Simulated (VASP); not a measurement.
The system is V.

```
V
1.0
     0.00000    1.89500    1.89500
     1.89500    0.00000    1.89500
     1.89500    1.89500    0.00000
V
1
Cartesian
  0.0000 0.0000 0.0000
```

- Program: VASP 6.6.1
- Task: relaxation of cell and atoms
- Functional: PBEsol
- Potentials or basis: VASP PAW PBE potentials, release 64 (V_sv)
- Cutoff: 600 eV
- k mesh: 18 × 18 × 18
- Occupations: gaussian, width 0.1 eV
- Spin: no spin polarisation

At the start: pressure -2.9 GPa; volume 13.61 Å³/atom.

Task: Where does the relaxation end?

Result: Over 3 steps the energy falls by 2.0 meV/atom and the volume is 13.39 Å³/atom (-1.6 %); space group Fm-3m (No. 225, to 0.05 Å).

Step by step:
```tsv
step	energy change (eV)	largest force (eV/Å)	pressure (GPa)	volume (Å³)
1	0.0000	0.0000	-2.91	13.61
2	0.0011	0.0000	4.07	13.13
3	-0.0020	0.0000	-0.03	13.39
```

Final structure:
```cif
data_structure
_symmetry_space_group_name_H-M 'P 1'
_symmetry_Int_Tables_number 1
_cell_length_a 2.6654
_cell_length_b 2.6654
_cell_length_c 2.6654
_cell_angle_alpha 60.000
_cell_angle_beta 60.000
_cell_angle_gamma 60.000
_cell_volume 13.39
loop_
_atom_site_label
_atom_site_type_symbol
_atom_site_fract_x
_atom_site_fract_y
_atom_site_fract_z
_atom_site_occupancy
V1 V 0.00000 0.00000 0.00000 1
```

Caveat: the PAW data sets were made with another functional, which shifts forces and pressure a little.
